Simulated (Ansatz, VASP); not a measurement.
## BN: VASP beside Ansatz

```
CELL_PARAMETERS angstrom
1.81300 -1.81300 0.00000
1.81300 0.00000 -1.81300
7.25200 7.25200 7.25200
ATOMIC_POSITIONS crystal
B 0.66667 0.66667 0.16667
B 0.00000 0.00000 0.00000
B 0.33333 0.33333 0.33333
B 0.66667 0.66667 0.66667
B 0.00000 0.00000 0.50000
B 0.33333 0.33333 0.83333
N 0.66667 0.66667 0.54167
N 0.00000 0.00000 0.37500
N 0.33333 0.33333 0.70833
N 0.66667 0.66667 0.04167
N 0.00000 0.00000 0.87500
N 0.33333 0.33333 0.20833
```

Alike in both runs: task single point; functional r2SCAN; k mesh 10 × 10 × 2; occupations gaussian, width 0.05 eV; no spin polarisation.

```csv
,VASP,Ansatz
version,VASP 6.6.1,Ansatz 0.2.0
potentials or method,"VASP PAW PBE potentials, release 64 (B, N), cutoff 520 eV","scalar-relativistic, plane waves, PAW"
valence electrons in the cell,48,48
```

Ansatz gave:

```
gap on the k mesh at the Fermi level (eV) : 4.99
least direct gap on the mesh (eV)         : 6.98
pressure (GPa)                            : -5.2
```

**Question.** Which values does VASP return?

**Answer.** gap on the k mesh at the Fermi level (eV): 4.96; least direct gap on the mesh (eV): 6.96; pressure (GPa): -4.1.

VASP's potentials were made for PBE, not for r2SCAN.
